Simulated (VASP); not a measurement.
A run of VASP 6.6.1 is set up as follows.

INCAR

```
PREC     = Accurate       # precision mode
ENCUT    = 520            # plane-wave cutoff, eV
EDIFF    = 1E-7           # SCF threshold, eV
ISMEAR   = -1             # smearing method
SIGMA    = 0.05           # smearing width, eV
LREAL    = False          # projectors in reciprocal space
LASPH    = True           # aspherical terms in the spheres
NELM     = 80             # most SCF steps
ALGO     = Normal         # electronic algorithm
ISIF     = 2              # what is computed and relaxed
LWAVE    = False          # write WAVECAR
LCHARG   = False          # write CHGCAR
GGA      = PS             # functional
IVDW     = 12             # dispersion correction
NBANDS   = 20             # bands
```

KPOINTS

```
Automatic mesh
0
Gamma
  9 9 9
```

File POSCAR:

```
PbO2
1.0
    0.0000000000      2.6493180709      2.6493180709
    2.6493180709      0.0000000000      2.6493180709
    2.6493180709      2.6493180709      0.0000000000
Pb O
1 2
Direct
    0.0000000000      0.0000000000      0.0000000000
    0.7500000000      0.7500000000      0.7500000000
    0.2500000000      0.2500000000      0.2500000000
```

Potentials or basis: VASP PAW PBE potentials, release 64 (Pb_d, O).

Run with:

```console
$ cat potpaw_PBE.64/Pb_d/POTCAR potpaw_PBE.64/O/POTCAR > POTCAR
$ mpirun -np 1 vasp_std > vasp.out
```

(1) Estimate the band gap on the k mesh.

(2) Predict the dispersion energy per atom.

Answers

(1) zero (band 13 reaches 6.21 eV, above the bottom of band 14 at 4.92 eV).

(2) -0.222 eV.

Caveat: spin-orbit coupling is left out, which moves the levels of the heavy elements.
